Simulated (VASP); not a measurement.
TiBrF3:

```xyz
5
Lattice="4.4795 2.5862 2.1530 -4.4795 2.5862 2.1530 0.0000 -5.1725 2.1530" Properties=species:S:1:pos:R:3 pbc="T T T"
Ti    0.0000    0.0000    6.2104
Br    0.0000    0.0000    3.8685
F    -3.0482   -1.7599    4.6650
F     0.0000    3.5198    4.6650
F     3.0482   -1.7599    4.6650
```

The cell was generated, and may not be a known phase.

```yaml
Program: VASP 6.6.1
Task: relaxation of cell and atoms
Functional: PBE
Potentials_or_basis: VASP PAW PBE potentials, release 64 (Ti_sv, Br, F)
Cutoff: 600 eV
k_mesh: 6 × 6 × 6
Occupations: gaussian, width 0.02 eV
Spin: no spin polarisation
```

At the start: pressure 0.3 GPa; volume 29.93 Å³/atom.

Task: Where does the relaxation end?

Result: Over 19 steps the energy falls by 2.5 meV/atom and the volume is 27.23 Å³/atom (-9.0 %); space group R3m (No. 160, to 0.1 Å) before and after.

Step by step:
```csv
step,energy change (eV),largest force (eV/Å),pressure (GPa),volume (Å³)
1,0.0000,0.2594,0.27,149.66
2,0.0062,0.5017,-0.79,150.76
3,-0.0024,0.0255,-0.11,150.03
4,-0.0028,0.0313,-0.10,149.68
5,-0.0038,0.0634,-0.05,148.64
6,-0.0053,0.1289,0.04,146.56
7,-0.0068,0.2650,0.26,142.45
8,-0.0069,0.2629,0.25,142.38
9,-0.0072,0.2568,0.25,142.17
10,-0.0077,0.2444,0.23,141.76
11,-0.0087,0.2205,0.20,140.93
12,-0.0103,0.1736,0.15,139.29
13,-0.0122,0.0840,0.06,136.03
14,-0.0123,0.0501,0.03,134.78
15,-0.0124,0.0427,0.02,134.90
16,-0.0126,0.0309,-0.01,135.25
17,-0.0126,0.0439,-0.07,135.95
18,-0.0127,0.0211,-0.03,136.09
19,-0.0127,0.0089,-0.02,136.17
```

Final structure:
```cif
data_structure
_symmetry_space_group_name_H-M 'P 1'
_symmetry_Int_Tables_number 1
_cell_length_a 5.4185
_cell_length_b 5.4185
_cell_length_c 5.4185
_cell_angle_alpha 105.932
_cell_angle_beta 105.932
_cell_angle_gamma 105.932
_cell_volume 136.17
loop_
_atom_site_label
_atom_site_type_symbol
_atom_site_fract_x
_atom_site_fract_y
_atom_site_fract_z
_atom_site_occupancy
Ti1 Ti 0.96095 0.96095 0.96095 1
Br1 Br 0.59016 0.59016 0.59016 1
F1 F 0.28004 0.94801 0.94801 1
F2 F 0.94801 0.94801 0.28004 1
F3 F 0.94801 0.28004 0.94801 1
```
